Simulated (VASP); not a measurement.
S:

```
S
1.0
     0.00000    3.16306    3.16306
     3.16306    0.00000    3.16306
     3.16306    3.16306    0.00000
S
2
Direct
  0.50000 0.50000 0.50000
  0.75000 0.75000 0.75000
```

| Property | Result |
| --- | --- |
| Program | VASP 6.6.1 |
| Task | relaxation of cell and atoms |
| Functional | PBEsol |
| Potentials or basis | VASP PAW PBE potentials, release 64 (S) |
| Cutoff | 600 eV |
| k mesh | 6 × 6 × 6 |
| Occupations | gaussian, width 0.1 eV |
| Spin | no spin polarisation |

At the start: pressure -8.8 GPa; volume 31.65 Å³/atom.

Q: Where does the relaxation end?

A: Over 4 steps the energy falls by 311.9 meV/atom and the volume is 22.66 Å³/atom (-28.4 %); space group Fd-3m (No. 227, to 0.05 Å).

Step by step:
| step | energy change (eV) | largest force (eV/Å) | pressure (GPa) | volume (Å³) |
| --- | --- | --- | --- | --- |
| 1 | 0.0000 | 0.0000 | -8.77 | 63.29 |
| 2 | -0.5923 | 0.0000 | -2.82 | 48.72 |
| 3 | -0.6229 | 0.0000 | -0.58 | 45.96 |
| 4 | -0.6239 | 0.0000 | 0.10 | 45.32 |

Final structure:
```yaml
crystal:
  lattice:
    - [0.00000, 2.82971, 2.82971]
    - [2.82971, 0.00000, 2.82971]
    - [2.82971, 2.82971, 0.00000]
  atoms:
    - { symbol: S, position: [0.50000, 0.50000, 0.50000] }
    - { symbol: S, position: [0.75000, 0.75000, 0.75000] }
```

Caveat: the volume moved by over 15 % at a fixed basis, so the end points are rough; the PAW data sets were made with another functional, which shifts forces and pressure a little.
